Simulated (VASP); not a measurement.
Runs of VASP 6.6.1 on Au. The structure is that of space group Fd-3m (No. 227), or close to it. The cells are those of the table. 

```tsv
cell	gap on the mesh (eV)	pressure (GPa)
a = 4.316 Å, angles 60.0°, 2 atoms	none	(a)
a = 4.143 Å, angles 60.0°, 2 atoms	none	7.2
a = 4.082 Å, angles 60.0°, 2 atoms	none	(b)
a = 4.202 Å, angles 60.0°, 2 atoms	none	3.1
a = 4.370 Å, angles 60.0°, 2 atoms	none	-4.3
```

Alike in all rows: task single point; level PBEsol; potentials or basis VASP PAW PBE potentials, release 64 (Au); no spin polarisation; k mesh 10 × 10 × 10; cutoff (eV) 520; smearing fermi-dirac 0.1 eV.

**Question.** Fill in the values left out.

**Answer.** (a) -2.5; (b) 12.6.

Caveats: the PAW data sets were made with another functional, which shifts forces and pressure a little; spin-orbit coupling is left out, which moves the levels of the heavy elements.

A k mesh can miss the band edges, and the runs leave out spin-orbit coupling on Au.

A gap of «none» marks levels without a gap at the run's occupations.
